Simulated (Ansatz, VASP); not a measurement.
One calculation of Ge, two programs

```
CELL_PARAMETERS angstrom
3.89500 0.00000 0.00000
-1.94750 3.37317 0.00000
0.00000 0.00000 28.00000
ATOMIC_POSITIONS crystal
Ge 0.33333 0.66667 0.50766
Ge 0.66667 0.33333 0.49234
```

Alike in both runs: task single point; functional LDA; k mesh 12 × 12 × 1; occupations gaussian, width 0.1 eV; no spin polarisation.

```csv
,VASP,Ansatz
version,VASP 6.6.1,Ansatz 0.2.0
potentials or method,"VASP PAW LDA potentials, release 64 (Ge_d), cutoff 520 eV","scalar-relativistic, plane waves, PAW"
valence electrons in the cell,28,28
```

```csv
,VASP,Ansatz,Ansatz less VASP
gap on the k mesh at the Fermi level (eV),none,none,-
rms of the force components (eV/Å),0.334,0.333,-0.0009
```

Ansatz warns that its potentials were made for another functional, while VASP's fit it. LDA's correlation is that of Perdew and Zunger in VASP and of Perdew and Wang (1992) in Ansatz. Atom by atom the forces differ by 0.001 eV/Å (rms over components). A gap of «none» marks a metal or a gap that the smearing closes.
